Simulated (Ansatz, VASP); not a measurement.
## One calculation of Sr, two programs

```xyz
1
Lattice="-2.4250 2.4250 2.4250 2.4250 -2.4250 2.4250 2.4250 2.4250 -2.4250" Properties=species:S:1:pos:R:3 pbc="T T T"
Sr    0.0000    0.0000    0.0000
```

Alike in both runs: task single point; functional PBE; k mesh 10 × 10 × 10; occupations fermi-dirac, width 0.05 eV; no spin polarisation.

|  | VASP | Ansatz |
| --- | --- | --- |
| version | VASP 6.6.1 | Ansatz 0.2.0 |
| potentials or method | VASP PAW PBE potentials, release 64 (Sr_sv), cutoff 520 eV | all-electron LAPW, non-relativistic |

```tsv
	VASP	Ansatz	Ansatz less VASP
pressure (GPa)	-0.6	-0.6	+0.01
```

Ansatz ran all-electron here, and VASP with PAW potentials.
